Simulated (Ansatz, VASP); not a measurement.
# In2O3: VASP beside Ansatz

```xyz
5
Lattice="4.1423 0.0000 0.0000 0.0000 4.1423 0.0000 0.0000 0.0000 4.1423" Properties=species:S:1:pos:R:3 pbc="T T T"
In    2.0711    2.0711    2.0711
In    0.0000    0.0000    0.0000
O     0.0000    2.0711    2.0711
O     2.0711    0.0000    2.0711
O     2.0711    2.0711    0.0000
```

Alike in both runs: functional PBE; k mesh 10 × 10 × 10; occupations gaussian, width 0.1 eV; no spin polarisation.

Ansatz relaxed the structure, and its values are those at the end. VASP's run is a single point on that final structure, the one shown.

```csv
,VASP,Ansatz
version,VASP 6.6.1,Ansatz 0.2.0
potentials or method,"VASP PAW PBE potentials, release 64 (In_d, O), cutoff 520 eV","scalar-relativistic, plane waves, PAW"
valence electrons in the cell,44,44
```

|  | VASP | Ansatz | Ansatz less VASP |
| --- | --- | --- | --- |
| gap on the k mesh at the Fermi level (eV) | none | none | - |
| pressure (GPa) | 0.3 | 0.0 | -0.35 |

A gap of «none» marks a metal or a gap that the smearing closes. The functional is the same, so the differences come from potentials, cutoffs and numerics.
